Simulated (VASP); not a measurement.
# HfZr2S6 (R-3) in VASP: notebook, part 2 of 2

VASP 6.6.1. The steps go on from the part before.

### 3 Single point, PBEsol

INCAR

```
PREC = Accurate
ENCUT = 520
EDIFF = 1E-6
ISMEAR = 0
SIGMA = 0.02
LREAL = False
LASPH = True
NELM = 60
ALGO = Normal
ISIF = 2
LWAVE = False
LCHARG = False
GGA = PS
NBANDS = 45
```

KPOINTS

```
Automatic mesh
0
Gamma
  6 6 6
```

POSCAR

```
HfZr2S6
1.0
    3.1818813539      1.8370600562      6.7758399381
   -3.1818813539      1.8370600562      6.7758399381
    0.0000000000     -3.6741201125      6.7758399381
Zr Hf S
2 1 6
Direct
    0.1666617970      0.1666617970      0.1666617970
    0.8333382030      0.8333382030      0.8333382030
    0.5000000000      0.5000000000      0.5000000000
    0.0977510232      0.4287870506      0.7598043137
    0.4287870506      0.7598043137      0.0977510232
    0.7598043137      0.0977510232      0.4287870506
    0.2401956863      0.9022489768      0.5712129494
    0.5712129494      0.2401956863      0.9022489768
    0.9022489768      0.5712129494      0.2401956863
```

Potentials or basis: VASP PAW PBE potentials, release 64 (Zr_sv, Hf_pv, S).

Run with:

```bash
$ cat potpaw_PBE.64/Zr_sv/POTCAR potpaw_PBE.64/Hf_pv/POTCAR potpaw_PBE.64/S/POTCAR > POTCAR
$ mpirun -np 1 vasp_std > vasp.out
```

OUTCAR:

```text
PREC = Accurate
   ENCUT = 520
   EDIFF = 1E-6
   ISMEAR = 0
   LREAL = False
   LASPH = True
   NELM = 60
   ISIF = 2
   GGA = PS

 ion  position               nearest neighbor table
   1  0.167  0.167  0.167-   5 2.57   6 2.57   4 2.57   9 2.57   8 2.57   7 2.57   3 3.67   3 3.67
                             3 3.67   2 3.67   2 3.67   2 3.67
   2  0.833  0.833  0.833-   8 2.57   7 2.57   9 2.57   4 2.57   5 2.57   6 2.57   3 3.67   3 3.67
                             3 3.67   1 3.67   1 3.67   1 3.67
   3  0.500  0.500  0.500-   6 2.56   7 2.56   4 2.56   9 2.56   8 2.56   5 2.56   1 3.67   1 3.67
                             2 3.67   2 3.67   1 3.67   2 3.67
   4  0.098  0.429  0.760-   3 2.56   1 2.57   2 2.57
   5  0.429  0.760  0.098-   3 2.56   1 2.57   2 2.57
   6  0.760  0.098  0.429-   3 2.56   1 2.57   2 2.57
   7  0.240  0.902  0.571-   3 2.56   2 2.57   1 2.57
   8  0.571  0.240  0.902-   3 2.56   2 2.57   1 2.57
   9  0.902  0.571  0.240-   3 2.56   2 2.57   1 2.57

  LATTYP: Found a trigonal (rhomboedric) cell.
 ALAT       =     7.7078638719
 COS(alpha) =     0.6591762215

  Lattice vectors:

 A1 = (   3.1818813539,   1.8370600562,   6.7758399381)
 A2 = (  -3.1818813539,   1.8370600562,   6.7758399381)
 A3 = (   0.0000000000,  -3.6741201125,   6.7758399381)

Analysis of symmetry for initial positions (statically):
=====================================================================
 Subroutine PRICEL returns:
 Original cell was already a primitive cell.

 Routine SETGRP: Setting up the symmetry group for a
 trigonal (rhombohedral) supercell.

 Subroutine GETGRP returns: Found  6 space group operations
 (whereof  6 operations were pure point group operations)
 out of a pool of 12 trial point group operations.

The static configuration has the point symmetry S_6 .

Analysis of symmetry for dynamics (positions and initial velocities):
=====================================================================
 Subroutine PRICEL returns:
 Original cell was already a primitive cell.

 Routine SETGRP: Setting up the symmetry group for a
 trigonal (rhombohedral) supercell.

 Subroutine GETGRP returns: Found  6 space group operations
 (whereof  6 operations were pure point group operations)
 out of a pool of 12 trial point group operations.

The dynamic configuration has the point symmetry S_6 .

 Subroutine INISYM returns: Found  6 space group operations
 (whereof  6 operations are pure point group operations),
 and found     1 'primitive' translations

----------------------------------------------------------------------------------------

                                     Primitive cell

  volume of cell :     237.6412

  direct lattice vectors                    reciprocal lattice vectors
     3.181881354  1.837060056  6.775839938     0.157139737  0.090724670  0.049194393
    -3.181881354  1.837060056  6.775839938    -0.157139737  0.090724670  0.049194393
     0.000000000 -3.674120112  6.775839938     0.000000000 -0.181449339  0.049194393

  length of vectors
     7.707863872  7.707863872  7.707863872     0.187999870  0.187999870  0.187999870

  position of ions in fractional coordinates (direct lattice)
     0.166661797  0.166661797  0.166661797
     0.833338203  0.833338203  0.833338203
[... 47 lines left out ...]
            Coordinates               Weight
  0.000000  0.000000  0.000000      1.000000
  0.166667 -0.000000  0.000000      6.000000
  0.333333  0.000000  0.000000      6.000000
  0.500000  0.000000  0.000000      3.000000
  0.166667  0.166667  0.000000      6.000000
  0.333333  0.166667  0.000000      6.000000
[... 16 lines left out ...]
  0.333333  0.333333  0.166667      6.000000
  0.500000  0.333333  0.166667      6.000000
 [... further k-points ...]
   k-points           NKPTS =     40   k-points in BZ     NKDIM =     40   number of bands    NBANDS=     45
   number of dos      NEDOS =    301   number of ions     NIONS =      9
   total plane-waves  NPLWV = 216000
   dimension x,y,z NGX =    60 NGY =   60 NGZ =   60
   dimension x,y,z NGXF=   120 NGYF=  120 NGZF=  120
   ions per type =               2   1   6
   NGX,Y,Z   is equivalent  to a cutoff of  12.94, 12.94, 12.94 a.u.
   NGXF,Y,Z  is equivalent  to a cutoff of  25.88, 25.88, 25.88 a.u.
 SYSTEM =  unknown system
   PREC   = accura    normal or accurate (medium, high low for compatibility)
   ISTART =      0    job   : 0-new  1-cont  2-samecut
   ICHARG =      2    charge: 1-file 2-atom 10-const
   ISPIN  =      1    spin polarized calculation?
   LNONCOLLINEAR =      F non collinear calculations
   LSORBIT =      F    spin-orbit coupling
   LASPH  =      T    aspherical Exc in radial PAW
   ENCUT  =  520.0 eV  38.22 Ry    6.18 a.u.  14.33 14.33 14.33*2*pi/ulx,y,z
   NELM   =     60;   NELMIN=  2; NELMDL= -5     # of ELM steps
   EDIFF  = 0.1E-05   stopping-criterion for ELM
   LREAL  =      F    real-space projection
[... 7 lines left out ...]
   TEBEG  =    0.0;   TEEND  =   0.0 temperature during run
   PSTRESS=    0.0 pullay stress
   NELECT =      70.0000    total number of electrons
   NUPDOWN=      -1.0000    fix difference up-down
   EMIN   =  10.00;   EMAX   =-10.00  energy-range for DOS
   EFERMI =   0.00;   METHOD = LEGACY
   ISMEAR =     0;   SIGMA  =   0.02  broadening in eV -4-tet -1-fermi 0-gaus
   EFERMI_NEDOS =   21; number of points for ismear=-14 and -15
   IALGO  =     38    algorithm
   IMIX   =      4    mixing-type and parameters
     AMIX     =   0.40;   BMIX     =  1.00
     AMIX_MAG =   1.60;   BMIX_MAG =  1.00
  volume/ion in A,a.u.               =      26.40       178.19
  Fermi-wavevector in a.u.,A,eV,Ry     =   1.089265  2.058413 16.143293  1.186499
  Thomas-Fermi vector in A             =   2.225465
   LORBIT       =      0    0 simple, 1 ext, 2 COOP (PROOUT), +10 PAW based schemes
   GGA     = PS    functional components
   LHFCALC =     F    Hartree Fock is set to
   AEXX    =    0.0000 exact exchange contribution
   IVDW    =     0    specifies the selected vdW correction
   LEPSILON=     F    determine dielectric tensor
   LRPA    =     F    only Hartree local field effects (RPA)
 non-spin polarized calculation
 Gauss-broadening in eV      SIGMA  =   0.02
  energy-cutoff  :      520.00
  volume of cell :      237.64
 maximum number of plane-waves:      6430
 NGX is ok and might be reduce to    60
   NGX = 29   NGY = 29   NGZ = 29

 number of electron      70.0000001 magnetization

 Free energy of the ion-electron system (eV)
  ---------------------------------------------------
  ext. energy  EPLUGINS =         0.00000000
  ---------------------------------------------------
  free energy    TOTEN  =       -69.04167919 eV

  energy without entropy =      -69.04167919  energy(sigma->0) =      -69.04167919

 E-fermi :   2.5799     XC(G=0):  -8.7974

 val. band max:        2.4901504557   @ k =   0.0000   0.0000   0.0000
 cond. band min:       3.5770655990   @ k =   0.5000   0.0000   0.0000
 fundamental gap:      1.0869151433
 Fermi energy:         2.5799294032

 k-point     1 :       0.0000    0.0000    0.0000
  band No.  band energies     occupation
      1     -46.3203      2.00000
      2     -46.3062      2.00000
      3     -28.0696      2.00000
      4     -28.0696      2.00000
      5     -28.0686      2.00000
      6     -24.4417      2.00000
[... 1141 lines left out ...]
     44       6.2114      0.00000
     45       6.9761      0.00000

 [... further k-points ...]

------------------------ aborting loop because EDIFF is reached ----------------------------------------

  FORCE on cell =-STRESS in cart. coord.  units (eV):
  Direction    XX          YY          ZZ          XY          YZ          ZX
  --------------------------------------------------------------------------------------
  -------------------------------------------------------------------------------------
  Total       -4.5331875     -4.5331875     -2.8559855      0.0000000      0.0000000      0.0000000
  in kB      -30.5627578    -30.5627578    -19.2550592      0.0000000      0.0000000      0.0000000
  external PRESSURE =     -26.7935249 kB  Pullay stress =       0.0000000 kB

 VOLUME and BASIS-vectors are now :
 -----------------------------------------------------------------------------
  energy-cutoff  :      520.00
  volume of cell :      237.64
      direct lattice vectors                 reciprocal lattice vectors
     3.181881354  1.837060056  6.775839938     0.157139737  0.090724670  0.049194393
    -3.181881354  1.837060056  6.775839938    -0.157139737  0.090724670  0.049194393
     0.000000000 -3.674120112  6.775839938     0.000000000 -0.181449339  0.049194393

 POSITION                                       TOTAL-FORCE (eV/Angst)
 -----------------------------------------------------------------------------------
      0.00000     -0.00000      3.38782         0.000000     -0.000000      0.000112
      0.00000     -0.00000     16.93970         0.000000      0.000000     -0.000112
      0.00000     -0.00000     10.16376         0.000000      0.000000     -0.000000
     -1.05332     -1.82433      8.71605         0.025330      0.043957      0.269455
     -1.05326      1.82436      8.71605         0.025403     -0.043915      0.269455
      2.10658     -0.00003      8.71605        -0.050733     -0.000042      0.269455
     -2.10658      0.00003     11.61147         0.050733      0.000042     -0.269455
      1.05326     -1.82436     11.61147        -0.025403      0.043915     -0.269455
      1.05332      1.82433     11.61147        -0.025330     -0.043957     -0.269455
 -----------------------------------------------------------------------------------
    total drift:                               -0.000000      0.000000     -0.000000

  FREE ENERGIE OF THE ION-ELECTRON SYSTEM (eV)
  ---------------------------------------------------
  free  energy   TOTEN  =       -69.0416791900 eV

  energy  without entropy=      -69.0416791900  energy(sigma->0) =      -69.04167919
```

It took 6.9 min on 1 thread of Intel Xeon 6975P-C (Granite Rapids), shared host; peak memory 0.72 GiB.

Results:

| Property | Result |
| --- | --- |
| Free energy | -69.0417 eV |
| Pressure | -2.7 GPa |
| Largest force | 0.274 eV/Å |
| Band gap on the k mesh | 1.09 eV (least direct gap 1.54 eV) |

Forces on the atoms (eV/Å):
```
Zr   0.000  0.000  0.000
Zr   0.000  0.000  0.000
Hf   0.000  0.000  0.000
S    0.025  0.044  0.269
S    0.025 -0.044  0.269
S   -0.051  0.000  0.269
S    0.051  0.000 -0.269
S   -0.025  0.044 -0.269
S   -0.025 -0.044 -0.269
```

Stress tensor (GPa, compression positive):
```
-3.06  0.00  0.00
 0.00 -3.06  0.00
 0.00  0.00 -1.93
```

Levels at points of the mesh, in eV from the valence-band top:
| k point | band 32 | band 33 | band 34 | band 35 | band 36 | band 37 | band 38 | band 39 |
| --- | --- | --- | --- | --- | --- | --- | --- | --- |
| (0.00, 0.00, 0.00) | -1.57 | -0.43 | 0.00 | 0.00 | 1.73 | 1.73 | 2.29 | 2.32 |
| (0.50, 0.00, 0.00) | -1.02 | -0.96 | -0.48 | -0.45 | 1.09 | 2.00 | 2.19 | 2.34 |
| (0.50, 0.50, 0.00) | -1.35 | -1.01 | -0.55 | -0.51 | 1.19 | 2.04 | 2.23 | 2.26 |
| (0.50, 0.50, 0.50) | -1.51 | -1.19 | -0.02 | -0.02 | 1.72 | 1.72 | 2.30 | 2.38 |

Caveat: the PAW data sets were made with another functional, which shifts forces and pressure a little; spin-orbit coupling is left out, which moves the levels of the heavy elements. A k mesh can miss the band edges.
